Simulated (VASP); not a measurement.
A run of VASP 6.6.1 is set up as follows.

Contents of INCAR:

```
SYSTEM = CrO2
ALGO = Normal
EDIFF = 1E-6
ENCUT = 520
GGA = PE
ISIF = 2
ISMEAR = 0
ISPIN = 2
LASPH = .True.
LCHARG = .False.
LMAXMIX = 4
LORBIT = 11
LREAL = .False.
LWAVE = .False.
MAGMOM = 2.15 -0.15 -0.15
NBANDS = 23
NELM = 150
PREC = Accurate
SIGMA = 0.1
```

The input KPOINTS:

```
k-points
0
Gamma
  6 6 6
  0 0 0
```

The input POSCAR:

```
CrO2
1.0
    0.0000000000      2.3541288082      2.3541288082
    2.3541288082      0.0000000000      2.3541288082
    2.3541288082      2.3541288082      0.0000000000
Cr O
1 2
Direct
    0.0000000000      0.0000000000      0.0000000000
    0.2500000000      0.2500000000      0.2500000000
    0.7500000000      0.7500000000      0.7500000000
```

Potentials or basis: VASP PAW PBE potentials, release 64 (Cr_pv, O).

Command:

```console
$ cat potpaw_PBE.64/Cr_pv/POTCAR potpaw_PBE.64/O/POTCAR > POTCAR
$ mpirun -np 1 vasp_std > vasp.out
```

(1) Predict the pressure.

(2) Estimate the band gap on the k mesh.

(3) Estimate the net moment.

(4) Predict the site moments.

## Answers

(1) 0.7 GPa.

(2) 0.50 eV, indirect (least direct gap 0.51 eV).

(3) 2.00 μB per cell.

(4) Cr +2.17; O -0.11 μB.

Caveat: a cell with one magnetic atom can't hold antiferromagnetic order, which such compounds often take.
